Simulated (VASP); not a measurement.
# LiBr (Fm-3m) in VASP: further runs

Aim: see how the results for LiBr move with the level of theory and the settings. Levels: PBE, r2SCAN, HSE06. Tasks: single point.

Program: VASP 6.6.1. These are calculated values, not measurements. Logs are shortened: lines on timing, memory, paths and dates and some standing lists are left out, and cuts for length are marked.

**1. The cell of the first run**

The structure is cubic, space group Fm-3m (No. 225). The conventional cell has a = 5.479 Å, b = 5.479 Å, c = 5.479 Å, α = 90.00°, β = 90.00°, γ = 90.00°. Li (site symmetry m-3m) has 6 Br at 2.74 Å within 3.6 Å. Within 3.6 Å of Br (site symmetry m-3m) lie 6 Li at 2.74 Å.

**2. Single point, PBE**

Contents of INCAR:

```
SYSTEM = LiBr
  PREC = Accurate
  ENCUT = 750
  EDIFF = 1E-6
  ISMEAR = 0
  SIGMA = 0.01
  LREAL = .FALSE.
  LASPH = .TRUE.
  NELM = 120
  ALGO = Normal
  ISIF = 2
  LWAVE = .FALSE.
  LCHARG = .TRUE.
  GGA = PE
  LELF = .TRUE.
  LVHAR = .TRUE.
  NBANDS = 12
  GGA_COMPAT = .FALSE.
```

Contents of KPOINTS:

```
regular mesh
0
G
  6 6 6
  0 0 0
```

Contents of POSCAR:

```
LiBr
1.0
    0.0000000000      2.7395650468      2.7395650468
    2.7395650468      0.0000000000      2.7395650468
    2.7395650468      2.7395650468      0.0000000000
Li Br
1 1
Direct
    0.0000000000      0.0000000000      0.0000000000
    0.5000000000      0.5000000000      0.5000000000
```

Potentials or basis: VASP PAW PBE potentials, release 64 (Li_sv, Br).

Started as:

```bash
$ cat potpaw_PBE.64/Li_sv/POTCAR potpaw_PBE.64/Br/POTCAR > POTCAR
$ mpirun -np 1 vasp_std > vasp.out
```

OUTCAR:

```text
SYSTEM = LiBr
   PREC = Accurate
   ENCUT = 750
   EDIFF = 1E-6
   ISMEAR = 0
   LREAL = .FALSE.
   LASPH = .TRUE.
   NELM = 120
   ISIF = 2
   GGA = PE

 ion  position               nearest neighbor table
   1  0.000  0.000  0.000-
   2  0.500  0.500  0.500-

  LATTYP: Found a face centered cubic cell.
 ALAT       =     5.4791300936

  Lattice vectors:

 A1 = (   0.0000000000,   2.7395650468,   2.7395650468)
 A2 = (   2.7395650468,   0.0000000000,   2.7395650468)
 A3 = (   2.7395650468,   2.7395650468,   0.0000000000)

Analysis of symmetry for initial positions (statically):
=====================================================================
 Subroutine PRICEL returns:
 Original cell was already a primitive cell.

 Routine SETGRP: Setting up the symmetry group for a
 face centered cubic supercell.

 Subroutine GETGRP returns: Found 48 space group operations
 (whereof 48 operations were pure point group operations)
 out of a pool of 48 trial point group operations.

The static configuration has the point symmetry O_h .

Analysis of symmetry for dynamics (positions and initial velocities):
=====================================================================
 Subroutine PRICEL returns:
 Original cell was already a primitive cell.

 Routine SETGRP: Setting up the symmetry group for a
 face centered cubic supercell.

 Subroutine GETGRP returns: Found 48 space group operations
 (whereof 48 operations were pure point group operations)
 out of a pool of 48 trial point group operations.

The dynamic configuration has the point symmetry O_h .

 Subroutine INISYM returns: Found 48 space group operations
 (whereof 48 operations are pure point group operations),
 and found     1 'primitive' translations

----------------------------------------------------------------------------------------

                                     Primitive cell

  volume of cell :      41.1221

  direct lattice vectors                    reciprocal lattice vectors
     0.000000000  2.739565047  2.739565047    -0.182510724  0.182510724  0.182510724
     2.739565047  0.000000000  2.739565047     0.182510724 -0.182510724  0.182510724
     2.739565047  2.739565047  0.000000000     0.182510724  0.182510724 -0.182510724

  length of vectors
     3.874330044  3.874330044  3.874330044     0.316117847  0.316117847  0.316117847

  position of ions in fractional coordinates (direct lattice)
     0.000000000  0.000000000  0.000000000
     0.500000000  0.500000000  0.500000000

  ion indices of the primitive-cell ions
   primitive index   ion index
                 1           1
                 2           2

----------------------------------------------------------------------------------------

 KPOINTS: regular mesh

Automatic generation of k-mesh.
 Grid dimensions read from file:
 generate k-points for:    6    6    6

 Generating k-lattice:

  Cartesian coordinates                     Fractional coordinates (reciprocal lattice)
    -0.030418454  0.030418454  0.030418454     0.166666667  0.000000000  0.000000000
     0.030418454 -0.030418454  0.030418454     0.000000000  0.166666667  0.000000000
     0.030418454  0.030418454 -0.030418454     0.000000000  0.000000000  0.166666667

  Length of vectors
     0.052686308  0.052686308  0.052686308

  Shift w.r.t. Gamma in fractional coordinates (k-lattice)
     0.000000000  0.000000000  0.000000000

 Subroutine IBZKPT returns following result:
 ===========================================

 Found     16 irreducible k-points:

 Following reciprocal coordinates:
            Coordinates               Weight
  0.000000  0.000000  0.000000      1.000000
  0.166667  0.000000  0.000000      8.000000
  0.333333  0.000000  0.000000      8.000000
  0.500000  0.000000  0.000000      4.000000
  0.166667  0.166667  0.000000      6.000000
  0.333333  0.166667  0.000000     24.000000
[... 8 lines left out ...]
 -0.333333  0.333333  0.166667     24.000000
 -0.333333  0.500000  0.166667     12.000000
   k-points           NKPTS =     16   k-points in BZ     NKDIM =     16   number of bands    NBANDS=     12
   number of dos      NEDOS =    301   number of ions     NIONS =      2
   total plane-waves  NPLWV =  46656
   dimension x,y,z NGX =    36 NGY =   36 NGZ =   36
   dimension x,y,z NGXF=    72 NGYF=   72 NGZF=   72
   ions per type =               1   1
   NGX,Y,Z   is equivalent  to a cutoff of  15.45, 15.45, 15.45 a.u.
   NGXF,Y,Z  is equivalent  to a cutoff of  30.89, 30.89, 30.89 a.u.
 SYSTEM =  LiBr
   PREC   = accura    normal or accurate (medium, high low for compatibility)
   ISTART =      0    job   : 0-new  1-cont  2-samecut
   ICHARG =      2    charge: 1-file 2-atom 10-const
   ISPIN  =      1    spin polarized calculation?
   LNONCOLLINEAR =      F non collinear calculations
   LSORBIT =      F    spin-orbit coupling
   LASPH  =      T    aspherical Exc in radial PAW
   ENCUT  =  750.0 eV  55.12 Ry    7.42 a.u.   8.65  8.65  8.65*2*pi/ulx,y,z
   NELM   =    120;   NELMIN=  2; NELMDL= -5     # of ELM steps
   EDIFF  = 0.1E-05   stopping-criterion for ELM
   LREAL  =      F    real-space projection
   EDIFFG = 0.1E-04   stopping-criterion for IOM
   NSW    =      0    number of steps for IOM
   IBRION =     -1    ionic relax: 0-MD 1-quasi-New 2-CG
   NFREE  =      0    steps in history (QN), initial steepest desc. (CG)
   ISIF   =      2    stress and relaxation
   ISYM   =      2    0-nonsym 1-usesym 2-fastsym
   POTIM  = 0.5000    time-step for ionic-motion
   TEBEG  =    0.0;   TEEND  =   0.0 temperature during run
   PSTRESS=    0.0 pullay stress
   NELECT =      10.0000    total number of electrons
   NUPDOWN=      -1.0000    fix difference up-down
   EMIN   =  10.00;   EMAX   =-10.00  energy-range for DOS
   EFERMI =   0.00;   METHOD = LEGACY
   ISMEAR =     0;   SIGMA  =   0.01  broadening in eV -4-tet -1-fermi 0-gaus
   EFERMI_NEDOS =   21; number of points for ismear=-14 and -15
   IALGO  =     38    algorithm
   IMIX   =      4    mixing-type and parameters
     AMIX     =   0.40;   BMIX     =  1.00
     AMIX_MAG =   1.60;   BMIX_MAG =  1.00
  volume/ion in A,a.u.               =      20.56       138.75
  Fermi-wavevector in a.u.,A,eV,Ry     =   1.021841  1.930999 14.206639  1.044159
  Thomas-Fermi vector in A             =   2.155487
   LORBIT       =      0    0 simple, 1 ext, 2 COOP (PROOUT), +10 PAW based schemes
   GGA     = PE    functional components
   LHFCALC =     F    Hartree Fock is set to
   AEXX    =    0.0000 exact exchange contribution
   IVDW    =     0    specifies the selected vdW correction
   LEPSILON=     F    determine dielectric tensor
   LRPA    =     F    only Hartree local field effects (RPA)
 non-spin polarized calculation
 Gauss-broadening in eV      SIGMA  =   0.01
  energy-cutoff  :      750.00
  volume of cell :       41.12
 maximum number of plane-waves:      1936
 NGX is ok and might be reduce to    36
   NGX = 17   NGY = 17   NGZ = 17

 number of electron      10.0000001 magnetization

 Free energy of the ion-electron system (eV)
  ---------------------------------------------------
  ext. energy  EPLUGINS =         0.00000000
  ---------------------------------------------------
  free energy    TOTEN  =        -6.64022562 eV

  energy without entropy =       -6.64022562  energy(sigma->0) =       -6.64022562

 E-fermi :   0.4878     XC(G=0):  -8.4758

 val. band max:        0.3962386403   @ k =   0.0000   0.0000   0.0000
 cond. band min:       5.3907366224   @ k =   0.0000   0.0000   0.0000
 fundamental gap:      4.9944979821
 Fermi energy:         0.4877834512

 k-point     1 :       0.0000    0.0000    0.0000
  band No.  band energies     occupation
      1     -43.9835      2.00000
      2     -13.0770      2.00000
      3       0.3962      2.00000
      4       0.3962      2.00000
      5       0.3962      2.00000
      6       5.3907      0.00000
      7      10.9061      0.00000
      8      10.9061      0.00000
      9      10.9061      0.00000
     10      12.6906      0.00000
     11      12.6906      0.00000
     12      12.6906      0.00000

 k-point     2 :       0.1667    0.0000    0.0000
  band No.  band energies     occupation
      1     -43.9832      2.00000
      2     -12.9647      2.00000
      3      -0.5572      2.00000
      4       0.3235      2.00000
      5       0.3235      2.00000
      6       6.1681      0.00000
      7       9.9888      0.00000
      8      10.3754      0.00000
      9      10.3754      0.00000
     10      11.9960      0.00000
     11      11.9960      0.00000
     12      13.1823      0.00000

 k-point     3 :       0.3333    0.0000    0.0000
  band No.  band energies     occupation
      1     -43.9827      2.00000
      2     -12.7226      2.00000
      3      -1.9503      2.00000
      4       0.1903      2.00000
      5       0.1903      2.00000
      6       6.2810      0.00000
      7       9.0016      0.00000
      8       9.0016      0.00000
      9      10.9991      0.00000
     10      13.7303      0.00000
     11      13.8892      0.00000
     12      13.8892      0.00000
[... 166 lines left out ...]
 k-point    15 :      -0.3333    0.3333    0.1667
  band No.  band energies     occupation
      1     -43.9821      2.00000
      2     -12.4487      2.00000
      3      -2.0567      2.00000
      4      -1.4012      2.00000
      5      -0.4521      2.00000
      6       8.0923      0.00000
      7       8.3088      0.00000
      8      10.1278      0.00000
      9      10.5433      0.00000
     10      13.6666      0.00000
     11      14.4476      0.00000
     12      17.4192      0.00000

 k-point    16 :      -0.3333    0.5000    0.1667
  band No.  band energies     occupation
      1     -43.9820      2.00000
      2     -12.3976      2.00000
      3      -2.1839      2.00000
      4      -1.3227      2.00000
      5      -0.7640      2.00000
      6       7.5738      0.00000
      7       8.7175      0.00000
      8      10.2229      0.00000
      9      11.0047      0.00000
     10      13.5761      0.00000
     11      15.7300      0.00000
     12      17.7387      0.00000

------------------------ aborting loop because EDIFF is reached ----------------------------------------

  FORCE on cell =-STRESS in cart. coord.  units (eV):
  Direction    XX          YY          ZZ          XY          YZ          ZX
  --------------------------------------------------------------------------------------
  -------------------------------------------------------------------------------------
  Total        0.1073760      0.1073760      0.1073760      0.0000000     -0.0000000      0.0000000
  in kB        4.1835321      4.1835321      4.1835321      0.0000000     -0.0000000      0.0000000
  external PRESSURE =       4.1835321 kB  Pullay stress =       0.0000000 kB

 VOLUME and BASIS-vectors are now :
 -----------------------------------------------------------------------------
  energy-cutoff  :      750.00
  volume of cell :       41.12
      direct lattice vectors                 reciprocal lattice vectors
     0.000000000  2.739565047  2.739565047    -0.182510724  0.182510724  0.182510724
     2.739565047  0.000000000  2.739565047     0.182510724 -0.182510724  0.182510724
     2.739565047  2.739565047  0.000000000     0.182510724  0.182510724 -0.182510724

 POSITION                                       TOTAL-FORCE (eV/Angst)
 -----------------------------------------------------------------------------------
      0.00000      0.00000      0.00000         0.000000     -0.000000      0.000000
      2.73957      2.73957      2.73957        -0.000000      0.000000     -0.000000
 -----------------------------------------------------------------------------------
    total drift:                                0.000000      0.000000      0.000000

  FREE ENERGIE OF THE ION-ELECTRON SYSTEM (eV)
  ---------------------------------------------------
  free  energy   TOTEN  =        -6.6402256181 eV

  energy  without entropy=       -6.6402256181  energy(sigma->0) =       -6.64022562
```

Run time: 14 s. Hardware: 1 thread of AMD EPYC 7R13 (Zen 3), shared host; peak memory 0.18 GiB.

Results:

```yaml
Free_energy: -6.6402 eV
Pressure: 0.4 GPa
Band_gap_on_the_k_mesh: 4.99 eV
```

Levels at points of the mesh, in eV from the valence-band top:
```
           k point  band 1  band 2  band 3  band 4  band 5  band 6  band 7  band 8  band 9  band 10
(0.00, 0.00, 0.00)  -44.38  -13.47    0.00    0.00    0.00    4.99   10.51   10.51   10.51    12.29
(0.50, 0.00, 0.00)  -44.38  -12.99   -2.93   -0.27   -0.27    5.63    8.11    8.11   11.87    14.09
(0.50, 0.50, 0.00)  -44.38  -12.79   -2.93   -1.16   -1.16    6.26    7.09   11.72   12.52    12.52
```

[end of part 1 of 2]
